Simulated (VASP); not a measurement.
Tl:

```
CELL_PARAMETERS angstrom
0.00000 2.02722 2.02722
2.02722 0.00000 2.02722
2.02722 2.02722 0.00000
ATOMIC_POSITIONS crystal
Tl 0.00000 0.00000 0.00000
```

This isn't the form of Tl at room conditions, which is hcp.

```yaml
Program: VASP 6.6.1
Task: relaxation of cell and atoms
Functional: PBEsol
Potentials_or_basis: VASP PAW PBE potentials, release 64 (Tl_d)
Cutoff: 500 eV
k_mesh: 8 × 8 × 8
Occupations: gaussian, width 0.1 eV
Spin: no spin polarisation
```

At the start: pressure 85.4 GPa; volume 16.66 Å³/atom.

Q: Where does the relaxation end?

A: Over 5 steps the energy falls by 1777.5 meV/atom and the volume is 28.07 Å³/atom (+68.5 %); space group Fm-3m (No. 225, to 0.1 Å) before and after.

Step by step:
```tsv
step	energy change (eV)	largest force (eV/Å)	pressure (GPa)	volume (Å³)
1	0.0000	0.0000	85.41	16.66
2	-1.2073	0.0000	-5.13	48.57
3	-1.7761	0.0000	-0.79	28.64
4	-1.7772	0.0000	-0.40	28.36
5	-1.7775	0.0000	0.02	28.07
```

Final structure:
```
Tl
1.0
     0.00000    2.41217    2.41217
     2.41217    0.00000    2.41217
     2.41217    2.41217    0.00000
Tl
1
Direct
  0.00000 0.00000 0.00000
```

Caveat: the volume moved by over 15 % at a fixed basis, so the end points are rough; the PAW data sets were made with another functional, which shifts forces and pressure a little.
